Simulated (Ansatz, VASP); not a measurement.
## TiO2 in VASP and in Ansatz

Contents of POSCAR:

```
TiO2
1.0
    4.5940000000      0.0000000000      0.0000000000
    0.0000000000      4.5940000000      0.0000000000
    0.0000000000      0.0000000000      2.9590000000
Ti O
2 4
Direct
    0.0000000000      0.0000000000      0.0000000000
    0.5000000000      0.5000000000      0.5000000000
    0.3060000000      0.3060000000      0.0000000000
    0.1940000000      0.8060000000      0.5000000000
    0.6940000000      0.6940000000      0.0000000000
    0.8060000000      0.1940000000      0.5000000000
```

Contents of INCAR.step1:

```
ALGO = Normal
EDIFF = 1E-4
ENCUT = 520
GGA = PE
ISMEAR = 0
ISPIN = 2
LASPH = T
LCHARG = F
LDAU = T
LDAUJ = 0 0
LDAUL = 2 -1
LDAUTYPE = 2
LDAUU = 1.1 0
LMAXMIX = 4
LREAL = F
LWAVE = T
MAGMOM = 1 1 0 0 0 0
NBANDS = 37
NELM = 150
PREC = Accurate
SIGMA = 0.05
```

Contents of INCAR.step2:

```
ALGO = Normal
EDIFF = 1E-6
ENCUT = 520
ISIF = 2
ISMEAR = 0
ISPIN = 2
ISTART = 1
LASPH = T
LCHARG = T
LDAU = T
LDAUJ = 0 0
LDAUL = 2 -1
LDAUPRINT = 1
LDAUTYPE = 2
LDAUU = 1.1 0
LELF = T
LMAXMIX = 4
LMIXTAU = T
LORBIT = 11
LREAL = F
LVHAR = T
LWAVE = F
MAGMOM = 1 1 0 0 0 0
METAGGA = R2SCAN
NBANDS = 37
NELM = 150
PREC = Accurate
SIGMA = 0.05
```

File KPOINTS:

```
k-points
0
Gamma
  4 4 7
```

Input for Ansatz:

```yaml
crystal:
  lattice:
    - [4.594, 0.0, 0.0]
    - [0.0, 4.594, 0.0]
    - [0.0, 0.0, 2.959]
  atoms:
    - { symbol: Ti, position: [0.0, 0.0, 0.0], spin: 1.0 }
    - { symbol: Ti, position: [0.5, 0.5, 0.5], spin: 1.0 }
    - { symbol: O, position: [0.306, 0.306, 0.0] }
    - { symbol: O, position: [0.194, 0.806, 0.5] }
    - { symbol: O, position: [0.694, 0.694, 0.0] }
    - { symbol: O, position: [0.806, 0.194, 0.5] }
magnetization:
  spin_polarized: true
hamiltonian:
  xc: r2scan
  pseudopotentials: { kind: paw }
  hubbard: { sites: [{ species: Ti, l: d, u_eff: 1.1 }] }
basis:
  ecutwfc: 500
kpoints:
  mp_grid: { grid: [4, 4, 7] }
scf:
  occupations: { method: gaussian, width: 0.05 }
  lower_state_search: "off"
output:
  forces: true
  stress: true
```

Alike in both runs: task single point; functional r2SCAN; k mesh 4 × 4 × 7; occupations gaussian, width 0.05 eV; collinear spin; Hubbard terms Ti d U = 1.1 eV.

|  | VASP | Ansatz |
| --- | --- | --- |
| version | VASP 6.6.1 | Ansatz 0.2.0 |
| potentials or method | VASP PAW PBE potentials, release 64 (Ti_sv, O), cutoff 520 eV | PAW, plane waves, scalar-relativistic |
| valence electrons in the cell | 48 | 48 |

Ansatz gave:

```
pressure (GPa)                                                : 1.2
traceless stress, the component that is largest in VASP (GPa) : 0.40
rms of the force components (eV/Å)                            : 0.090
net moment per atom (μB)                                      : 0.00
```

Q: Estimate VASP's values.

A: Pressure (GPa): 3.6; traceless stress, the component that is largest in VASP (GPa): 1.08; rms of the force components (eV/Å): 0.127; net moment per atom (μB): 0.00.

VASP's potentials were made for PBE, not for r2SCAN. The programs project onto different local orbitals, so the same U acts differently, and such runs can settle in different states. Atom by atom the forces differ by 0.036 eV/Å (rms over components). Ansatz's warnings: seeded moment not kept, stability check not made.
